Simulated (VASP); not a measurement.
# Ir in VASP: notebook

Runs on Ir. Level: PBE. Tasks: single point.

Everything below comes from runs of VASP 6.6.1. Logs are shortened: lines on timing, memory, paths and dates and some standing lists are left out, and cuts for length are marked.

## Step 1: The cell of the first run

The cell holds a slab with vacuum, 5 atoms: a = 2.738 Å, b = 2.738 Å, c = 19.837 Å, α = 90.00°, β = 90.00°, γ = 120.00°.

## Step 2: Single point, PBE

INCAR reads:

```
SYSTEM = Ir
PREC = Accurate
ENCUT = 520
EDIFF = 1E-7
ISMEAR = -1
SIGMA = 0.1
LREAL = .FALSE.
LASPH = .TRUE.
NELM = 60
ALGO = Normal
ISIF = 2
LWAVE = .FALSE.
LCHARG = .FALSE.
LDIPOL = .TRUE.
IDIPOL = 3
DIPOL = 0.5 0.5 0.500
GGA = PE
NBANDS = 30
```

KPOINTS reads:

```
regular mesh
0
G
  15 15 1
  0 0 0
```

POSCAR reads:

```
Ir
1.0
    2.7380282313      0.0000000000      0.0000000000
   -1.3690141156      2.3712020046      0.0000000000
    0.0000000000      0.0000000000     19.8373000000
Ir
5
Direct
    0.8333333333      0.1666666667      0.2772562538
    0.1666666667      0.8333333333      0.3875926494
    0.5000000000      0.5000000000      0.5000000020
    0.8333333333      0.1666666667      0.6124073531
    0.1666666667      0.8333333333      0.7227437462
```

Potentials or basis: VASP PAW PBE potentials, release 64 (Ir).

On the command line:

```
$ cat potpaw_PBE.64/Ir/POTCAR > POTCAR
$ mpirun -np 1 vasp_std > vasp.out
```

OUTCAR:

```text
SYSTEM = Ir
   PREC = Accurate
   ENCUT = 520
   EDIFF = 1E-7
   ISMEAR = -1
   LREAL = .FALSE.
   LASPH = .TRUE.
   NELM = 60
   ISIF = 2
   GGA = PE

 ion  position               nearest neighbor table
   1  0.833  0.167  0.277-   2 2.70   2 2.70   2 2.70
   2  0.167  0.833  0.388-   1 2.70   1 2.70   1 2.70   3 2.73   3 2.73   3 2.73
   3  0.500  0.500  0.500-   4 2.73   4 2.73   4 2.73   2 2.73   2 2.73   2 2.73
   4  0.833  0.167  0.612-   5 2.70   5 2.70   5 2.70   3 2.73   3 2.73   3 2.73
   5  0.167  0.833  0.723-   4 2.70   4 2.70   4 2.70

  LATTYP: Found a hexagonal cell.
 ALAT       =     2.7380282313
 C/A-ratio  =     7.2451042591

  Lattice vectors:

 A1 = (   2.7380282313,   0.0000000000,   0.0000000000)
 A2 = (  -1.3690141156,   2.3712020046,   0.0000000000)
 A3 = (   0.0000000000,   0.0000000000,  19.8373000000)

Analysis of symmetry for initial positions (statically):
=====================================================================
 Subroutine PRICEL returns:
 Original cell was already a primitive cell.

 Routine SETGRP: Setting up the symmetry group for a
 hexagonal supercell.

 Subroutine GETGRP returns: Found 12 space group operations
 (whereof  4 operations were pure point group operations)
 out of a pool of 24 trial point group operations.

The static configuration has the point symmetry C_2h.
 The point group associated with its full space group is D_3d.

Analysis of symmetry for dynamics (positions and initial velocities):
=====================================================================
 Subroutine PRICEL returns:
 Original cell was already a primitive cell.

 Routine SETGRP: Setting up the symmetry group for a
 hexagonal supercell.

 Subroutine GETGRP returns: Found 12 space group operations
 (whereof  4 operations were pure point group operations)
 out of a pool of 24 trial point group operations.

The dynamic configuration has the point symmetry C_2h.
 The point group associated with its full space group is D_3d.

 Subroutine INISYM returns: Found 12 space group operations
 (whereof  4 operations are pure point group operations),
 and found     1 'primitive' translations

----------------------------------------------------------------------------------------

                                     Primitive cell

  volume of cell :     128.7920

  direct lattice vectors                    reciprocal lattice vectors
[... 99 lines left out ...]
   ISIF   =      2    stress and relaxation
   ISYM   =      2    0-nonsym 1-usesym 2-fastsym
   POTIM  = 0.5000    time-step for ionic-motion
   TEBEG  =    0.0;   TEEND  =   0.0 temperature during run
   PSTRESS=    0.0 pullay stress
   NELECT =      45.0000    total number of electrons
   NUPDOWN=      -1.0000    fix difference up-down
   EMIN   =  10.00;   EMAX   =-10.00  energy-range for DOS
   EFERMI =   0.00;   METHOD = LEGACY
   ISMEAR =    -1;   SIGMA  =   0.10  broadening in eV -4-tet -1-fermi 0-gaus
   EFERMI_NEDOS =   21; number of points for ismear=-14 and -15
   IALGO  =     38    algorithm
   IMIX   =      4    mixing-type and parameters
     AMIX     =   0.40;   BMIX     =  1.00
     AMIX_MAG =   1.60;   BMIX_MAG =  1.00
  volume/ion in A,a.u.               =      25.76       173.83
  Fermi-wavevector in a.u.,A,eV,Ry     =   1.153053  2.178954 18.089375  1.329532
  Thomas-Fermi vector in A             =   2.289700
   LORBIT       =      0    0 simple, 1 ext, 2 COOP (PROOUT), +10 PAW based schemes
   GGA     = PE    functional components
   LHFCALC =     F    Hartree Fock is set to
   AEXX    =    0.0000 exact exchange contribution
   IVDW    =     0    specifies the selected vdW correction
   LEPSILON=     F    determine dielectric tensor
   LRPA    =     F    only Hartree local field effects (RPA)
 non-spin polarized calculation
  energy-cutoff  :      520.00
  volume of cell :      128.79
 maximum number of plane-waves:      3501
   NGX = 11   NGY = 11   NGZ = 73

 number of electron      45.0000003 magnetization

 dipolmoment           0.000000      0.000000     -0.000001 electrons x Angstroem

 Free energy of the ion-electron system (eV)
  ---------------------------------------------------
  ext. energy  EPLUGINS =         0.00000000
  ---------------------------------------------------
  free energy    TOTEN  =       -42.49826986 eV

  energy without entropy =      -42.31705217  energy(sigma->0) =      -42.40766101

 E-fermi :   3.1620     XC(G=0):  -8.7165

 val. band max:        3.1051962080   @ k =   0.2667   0.0667   0.0000
 cond. band min:       3.1663416751   @ k =   0.2667   0.0000   0.0000
 fundamental gap:      0.0611454671
 Fermi energy:         3.1620434709

 k-point     1 :       0.0000    0.0000    0.0000
  band No.  band energies     occupation
      1      -7.3275      2.00000
      2      -6.3158      2.00000
      3      -5.0726      2.00000
      4      -4.4713      2.00000
      5      -4.4047      2.00000
      6      -0.8168      2.00000
[... 781 lines left out ...]
     29       8.6225      0.00000
     30       9.1414      0.00000

 [... further k-points ...]

------------------------ aborting loop because EDIFF is reached ----------------------------------------

 vacuum level on the upper side and lower side of the slab       (xc-potential included)        -0.356        -0.356

  FORCE on cell =-STRESS in cart. coord.  units (eV):
  Direction    XX          YY          ZZ          XY          YZ          ZX
  --------------------------------------------------------------------------------------
  -------------------------------------------------------------------------------------
  Total       -3.5753833     -3.5753833      0.1812413     -0.0000000      0.0000000      0.0000000
  in kB      -44.4778879    -44.4778879      2.2546472     -0.0000000      0.0000000      0.0000000
  external PRESSURE =     -28.9003762 kB  Pullay stress =       0.0000000 kB

 VOLUME and BASIS-vectors are now :
 -----------------------------------------------------------------------------
  energy-cutoff  :      520.00
  volume of cell :      128.79
      direct lattice vectors                 reciprocal lattice vectors
     2.738028231  0.000000000  0.000000000     0.365226329  0.210863519  0.000000000
    -1.369014116  2.371202005  0.000000000     0.000000000  0.421727039  0.000000000
     0.000000000  0.000000000 19.837300000     0.000000000  0.000000000  0.050410086

 POSITION                                       TOTAL-FORCE (eV/Angst)
 -----------------------------------------------------------------------------------
      2.05352      0.39520      5.50002        -0.000000      0.000000     -0.026180
     -0.68451      1.97600      7.68879        -0.000000     -0.000000      0.001053
      0.68451      1.18560      9.91865         0.000000      0.000000      0.000000
      2.05352      0.39520     12.14851         0.000000     -0.000000     -0.001053
     -0.68451      1.97600     14.33728        -0.000000     -0.000000      0.026180
 -----------------------------------------------------------------------------------
    total drift:                                0.000000     -0.000000     -0.000069

  FREE ENERGIE OF THE ION-ELECTRON SYSTEM (eV)
  ---------------------------------------------------
  free  energy   TOTEN  =       -42.4982698566 eV

  energy  without entropy=      -42.3170521688  energy(sigma->0) =      -42.40766101

 vacuum level on the upper side and lower side of the slab         8.337         8.337
```

stdout:

```text
POSCAR found type information on POSCAR Ir
 POSCAR found :  1 types and       5 ions
 scaLAPACK will be used
 LDA part: xc-table for (Slater+PW92), standard interpolation
 POSCAR, INCAR and KPOINTS ok, starting setup
 FFT: planning ... GRIDC
 FFT: planning ... GRID_SOFT
 FFT: planning ... GRID
 WAVECAR not read
 entering main loop
```

Wall time 99 s (1 thread of Intel Xeon 6975P-C (Granite Rapids), shared host); peak memory 0.27 GiB.

What came out:

* Free energy: -42.4983 eV
* Largest force: 0.026 eV/Å
* Band gap on the k mesh: zero (an odd number of electrons rules out a gap without spin polarisation)

Forces in eV/Å, atoms in the order of the input:
```
Ir   0.000  0.000 -0.026
Ir   0.000  0.000  0.001
Ir   0.000  0.000  0.000
Ir   0.000  0.000 -0.001
Ir   0.000  0.000  0.026
```

Levels at points of the mesh, in eV from the Fermi level:
| k point | band 18 | band 19 | band 20 | band 21 | band 22 | band 23 | band 24 | band 25 | band 26 | band 27 |
| --- | --- | --- | --- | --- | --- | --- | --- | --- | --- | --- |
| (0.00, 0.00, 0.00) | -2.89 | -2.54 | -1.16 | -1.16 | -1.07 | -1.07 | -0.52 | -0.52 | -0.39 | 0.23 |

Caveat: spin-orbit coupling is left out, which moves the levels of the heavy elements.

## Step 3: Single point, PBE

INCAR reads:

```
PREC     = Accurate       # precision mode
ENCUT    = 520            # plane-wave cutoff, eV
EDIFF    = 1E-6           # SCF threshold, eV
ISMEAR   = -1             # smearing method
SIGMA    = 0.1            # smearing width, eV
LREAL    = F              # projectors in reciprocal space
LASPH    = T              # aspherical terms in the spheres
NELM     = 60             # most SCF steps
ALGO     = Normal         # electronic algorithm
ISIF     = 2              # what is computed and relaxed
LWAVE    = F              # write WAVECAR
LCHARG   = F              # write CHGCAR
LDIPOL   = T            
IDIPOL   = 3            
DIPOL    = 0.5 0.5 0.500
GGA      = PE             # functional
NBANDS   = 30             # bands
```

KPOINTS reads:

```
regular mesh
0
Gamma
  15 15 1
```

POSCAR is that of step 2.

Potentials or basis: VASP PAW PBE potentials, release 64 (Ir).

On the command line:

```
$ cat potpaw_PBE.64/Ir/POTCAR > POTCAR
$ mpirun -np 1 vasp_std > vasp.out
```

OUTCAR:

```text
PREC = Accurate
   ENCUT = 520
   EDIFF = 1E-6
   ISMEAR = -1
   LREAL = F
   LASPH = T
   NELM = 60
   ISIF = 2
   GGA = PE

 ion  position               nearest neighbor table
   1  0.833  0.167  0.277-   2 2.70   2 2.70   2 2.70
   2  0.167  0.833  0.388-   1 2.70   1 2.70   1 2.70   3 2.73   3 2.73   3 2.73
   3  0.500  0.500  0.500-   4 2.73   4 2.73   4 2.73   2 2.73   2 2.73   2 2.73
   4  0.833  0.167  0.612-   5 2.70   5 2.70   5 2.70   3 2.73   3 2.73   3 2.73
   5  0.167  0.833  0.723-   4 2.70   4 2.70   4 2.70

[... 1001 lines left out ...]
  -------------------------------------------------------------------------------------
  Total       -3.5752688     -3.5752688      0.1809066     -0.0000000     -0.0000000      0.0000000
  in kB      -44.4764628    -44.4764628      2.2504845     -0.0000000     -0.0000000      0.0000000
  external PRESSURE =     -28.9008137 kB  Pullay stress =       0.0000000 kB

 VOLUME and BASIS-vectors are now :
 -----------------------------------------------------------------------------
  energy-cutoff  :      520.00
  volume of cell :      128.79
      direct lattice vectors                 reciprocal lattice vectors
     2.738028231  0.000000000  0.000000000     0.365226329  0.210863519  0.000000000
    -1.369014116  2.371202005  0.000000000     0.000000000  0.421727039  0.000000000
     0.000000000  0.000000000 19.837300000     0.000000000  0.000000000  0.050410086

 POSITION                                       TOTAL-FORCE (eV/Angst)
 -----------------------------------------------------------------------------------
      2.05352      0.39520      5.50002         0.000000     -0.000000     -0.026176
     -0.68451      1.97600      7.68879        -0.000000     -0.000000      0.001244
      0.68451      1.18560      9.91865         0.000000     -0.000000     -0.000000
      2.05352      0.39520     12.14851         0.000000      0.000000     -0.001244
     -0.68451      1.97600     14.33728        -0.000000      0.000000      0.026176
 -----------------------------------------------------------------------------------
    total drift:                                0.000000     -0.000000     -0.000068

  FREE ENERGIE OF THE ION-ELECTRON SYSTEM (eV)
  ---------------------------------------------------
  free  energy   TOTEN  =       -42.4982696659 eV

  energy  without entropy=      -42.3170523804  energy(sigma->0) =      -42.40766102

 vacuum level on the upper side and lower side of the slab         8.323         8.323
```

OSZICAR:

```text
N       E                     dE             d eps       ncg     rms          rms(c)
DAV:   1     0.466310588846E+03    0.46631E+03   -0.19174E+04  1620   0.136E+03
DAV:   2    -0.990703835390E+01   -0.47622E+03   -0.43949E+03  1638   0.416E+02
DAV:   3    -0.439104972517E+02   -0.34003E+02   -0.31145E+02  2204   0.110E+02
[... 16 lines left out ...]
DAV:  20    -0.424982585314E+02   -0.80473E-05   -0.18250E-06  1288   0.744E-03    0.254E-03
DAV:  21    -0.424982645471E+02   -0.60157E-05   -0.14980E-06  1174   0.115E-02    0.683E-03
DAV:  22    -0.424982667293E+02   -0.21823E-05   -0.36919E-07  1046   0.468E-03    0.503E-03
DAV:  23    -0.424982690568E+02   -0.23275E-05   -0.62465E-07  1032   0.522E-03    0.131E-03
DAV:  24    -0.424982696659E+02   -0.60909E-06   -0.16127E-07  1070   0.252E-03
   1 F= -.42498270E+02 E0= -.42407661E+02  d E =-.181217E+00
```

It took 1.7 min on 1 thread of Intel Xeon 6975P-C (Granite Rapids), shared host; peak memory 0.27 GiB.

What came out:

| Property | Result |
| --- | --- |
| Free energy | -42.4983 eV |
| Largest force | 0.026 eV/Å |
| Band gap on the k mesh | zero (an odd number of electrons rules out a gap without spin polarisation) |

Forces in eV/Å, atoms in the order of the input:
```
Ir   0.000  0.000 -0.026
Ir   0.000  0.000  0.001
Ir   0.000  0.000  0.000
Ir   0.000  0.000 -0.001
Ir   0.000  0.000  0.026
```

Caveat: spin-orbit coupling is left out, which moves the levels of the heavy elements.

## Step 4: Single point, PBE

This run uses another cell than the first one.

INCAR reads:

```
SYSTEM = Ir
PREC = Accurate ; ENCUT = 520
EDIFF = 1E-6 ; ISMEAR = -1
SIGMA = 0.1 ; LREAL = .FALSE.
LASPH = .TRUE. ; NELM = 100
ALGO = Normal ; ISIF = 2
LWAVE = .FALSE. ; LCHARG = .FALSE.
LDIPOL = .TRUE. ; IDIPOL = 3
DIPOL = 0.5 0.5 0.500 ; GGA = PE
NBANDS = 30
```

KPOINTS reads:

```
regular mesh
0
G
  15 15 1
  0 0 0
```

POSCAR reads:

```
Ir
1.0
    2.7380282313      0.0000000000      0.0000000000
   -1.3690141156      2.3712020046      0.0000000000
    0.0000000000      0.0000000000     24.9424000000
Ir
5
Direct
    0.8333333330      0.1666666670      0.3207397294
    0.1666666670      0.8333333330      0.4103698644
    0.5000000000      0.5000000000      0.5000000000
    0.8333333330      0.1666666670      0.5896301356
    0.1666666670      0.8333333330      0.6792602706
```

On the command line:

```
$ cat potpaw_PBE.64/Ir/POTCAR > POTCAR
$ mpirun -np 1 vasp_std > vasp.out
```

Run time: 2.4 min. Hardware: 1 thread of Intel Xeon 6975P-C (Granite Rapids), shared host; peak memory 0.31 GiB.

It converged, with:

* Free energy: -42.4780 eV
* Largest force: 0.429 eV/Å
* Band gap on the k mesh: zero (an odd number of electrons rules out a gap without spin polarisation)

Forces on the atoms (eV/Å):
```
Ir   0.000  0.000  0.429
Ir   0.000  0.000 -0.317
Ir   0.000  0.000  0.000
Ir   0.000  0.000  0.317
Ir   0.000  0.000 -0.429
```

Levels at points of the mesh, in eV from the Fermi level:
| k point | band 20 | band 21 | band 22 | band 23 | band 24 | band 25 |
| --- | --- | --- | --- | --- | --- | --- |
| (0.00, 0.00, 0.00) | -1.15 | -1.15 | -1.00 | -1.00 | -0.44 | -0.44 |

Caveat: spin-orbit coupling is left out, which moves the levels of the heavy elements.

## Step 5: Single point, PBE

This run uses another cell than the first one.

INCAR reads:

```
SYSTEM = Ir
ALGO     = Normal         ! electronic algorithm
DIPOL    = 0.5 0.5 0.500
EDIFF    = 1E-7           ! SCF threshold, eV
ENCUT    = 520            ! plane-wave cutoff, eV
GGA      = PE             ! functional
IDIPOL   = 3            
ISIF     = 2              ! what is computed and relaxed
ISMEAR   = -1             ! smearing method
LASPH    = .TRUE.         ! aspherical terms in the spheres
LCHARG   = .TRUE.         ! write CHGCAR
LDIPOL   = .TRUE.       
LELF     = .TRUE.         ! ELF
LREAL    = .FALSE.        ! projectors in reciprocal space
LVACPOTAV= .TRUE.       
LVHAR    = .TRUE.       
LWAVE    = .FALSE.        ! write WAVECAR
NBANDS   = 30             ! bands
NELM     = 60             ! most SCF steps
PREC     = Accurate       ! precision mode
SIGMA    = 0.1            ! smearing width, eV
```

KPOINTS reads:

```
k-points
0
G
  15 15 1
  0 0 0
```

POSCAR reads:

```
Ir
1.0
    2.7380282313      0.0000000000      0.0000000000
   -1.3690141156      2.3712020046      0.0000000000
    0.0000000000      0.0000000000     24.9424000000
Ir
5
Direct
    0.8333333333      0.1666666667      0.3228464568
    0.1666666667      0.8333333333      0.4105996875
    0.5000000000      0.5000000000      0.5000000009
    0.8333333333      0.1666666667      0.5894003130
    0.1666666667      0.8333333333      0.6771535418
```

On the command line:

```
$ cat potpaw_PBE.64/Ir/POTCAR > POTCAR
$ mpirun -np 1 vasp_std > vasp.out
```

It took 2.6 min on 1 thread of Intel Xeon 6975P-C (Granite Rapids), shared host; peak memory 0.31 GiB.

Results (log left out):

* Free energy: -42.4982 eV
* Largest force: 0.026 eV/Å
* Band gap on the k mesh: zero (an odd number of electrons rules out a gap without spin polarisation)

Forces in eV/Å, atoms in the order of the input:
```
Ir   0.000  0.000 -0.026
Ir   0.000  0.000  0.001
Ir   0.000  0.000  0.000
Ir   0.000  0.000 -0.001
Ir   0.000  0.000  0.026
```

Levels at points of the mesh, in eV from the Fermi level:
| k point | band 18 | band 19 | band 20 | band 21 | band 22 | band 23 | band 24 | band 25 | band 26 | band 27 |
| --- | --- | --- | --- | --- | --- | --- | --- | --- | --- | --- |
| (0.00, 0.00, 0.00) | -2.89 | -2.54 | -1.16 | -1.16 | -1.07 | -1.07 | -0.52 | -0.52 | -0.38 | 0.23 |

Caveat: spin-orbit coupling is left out, which moves the levels of the heavy elements.

## Step 6: The runs side by side

| cell | gap on the mesh (eV) | largest force (eV/Å) |
| --- | --- | --- |
| a = 2.738, b = 2.738, c = 19.837 Å, angles 90.0, 90.0, 120.0°, 5 atoms, atomic positions A | none | 0.03 |
| a = 2.738, b = 2.738, c = 24.942 Å, angles 90.0, 90.0, 120.0°, 5 atoms, atomic positions B | none | 0.43 |
| a = 2.738, b = 2.738, c = 24.942 Å, angles 90.0, 90.0, 120.0°, 5 atoms, atomic positions A | none | 0.03 |

Alike in all rows: task single point; level PBE; potentials or basis VASP PAW PBE potentials, release 64 (Ir); no spin polarisation; k mesh 15 × 15 × 1; cutoff (eV) 520; smearing fermi-dirac 0.1 eV.

Caveats: spin-orbit coupling is left out, which moves the levels of the heavy elements.

Total energies depend on the potentials used, so only differences within one code and one set of settings carry meaning.

The gap in the log of VASP goes by the Fermi energy; the results here count the filled bands.